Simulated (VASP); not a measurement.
Input of a VASP 6.6.1 run:

INCAR

```
SYSTEM = SnO2
PREC = Accurate ; ENCUT = 520
EDIFF = 1E-7 ; ISMEAR = 0
SIGMA = 0.05 ; LREAL = .FALSE.
LASPH = .TRUE. ; NELM = 60
ALGO = Normal ; ISIF = 2
LWAVE = .FALSE. ; LCHARG = .TRUE.
GGA = PE ; IVDW = 12
LELF = .TRUE. ; LVHAR = .TRUE.
NBANDS = 64
```

KPOINTS

```
regular mesh
0
G
  6 6 6
  0 0 0
```

File POSCAR:

```
SnO2
1.0
    3.2373377712      1.8690778337      4.2908446647
   -3.2373377712      1.8690778337      4.2908446647
    0.0000000000     -3.7381556673      4.2908446647
Sn O
4 8
Direct
    0.8599586148      0.8671890797      0.8671890793
    0.3600042977      0.3671807217      0.8671923891
    0.3600042977      0.8671923894      0.3671807214
    0.8599738797      0.3671902865      0.3671902861
    0.1266759311      0.6183846748      0.6183846870
    0.6267092933      0.1184500948      0.6184071187
    0.6267092933      0.6184071064      0.1184501070
    0.6384676375      0.5933722053      0.5933721956
    0.1266924845      0.1184340808      0.1184340930
    0.1385313895      0.0933023075      0.5933461208
    0.1385313895      0.5933461305      0.0933022978
    0.6384971292      0.0933420994      0.0933420897
```

Potentials or basis: VASP PAW PBE potentials, release 64 (Sn_d, O).

Run with:

```sh
$ cat potpaw_PBE.64/Sn_d/POTCAR potpaw_PBE.64/O/POTCAR > POTCAR
$ mpirun -np 1 vasp_std > vasp.out
```

**Question.** Predict the dispersion energy per atom.

**Answer.** -0.201 eV.

**Question.** Predict the band gap on the k mesh.

**Answer.** 1.52 eV.

Forces in eV/Å, atoms in the order of the input:
```
Sn   2.152  1.242 -0.573
Sn   2.142  1.241 -0.575
Sn   2.146  1.235 -0.575
Sn   2.146  1.239 -0.567
O   -0.091 -0.053 -0.115
O   -0.091 -0.054 -0.120
O   -0.093 -0.052 -0.120
O   -2.050 -1.184  0.689
O   -0.091 -0.052 -0.119
O   -2.058 -1.188  0.692
O   -2.058 -1.188  0.692
O   -2.054 -1.186  0.691
```

Caveat: the cell differs from its parent crystal (atoms displaced along several vibrational modes); spin-orbit coupling is left out, which moves the levels of the heavy elements; forces of over 1 eV/Å act on the atoms, so gaps and moduli don't describe the material at rest.
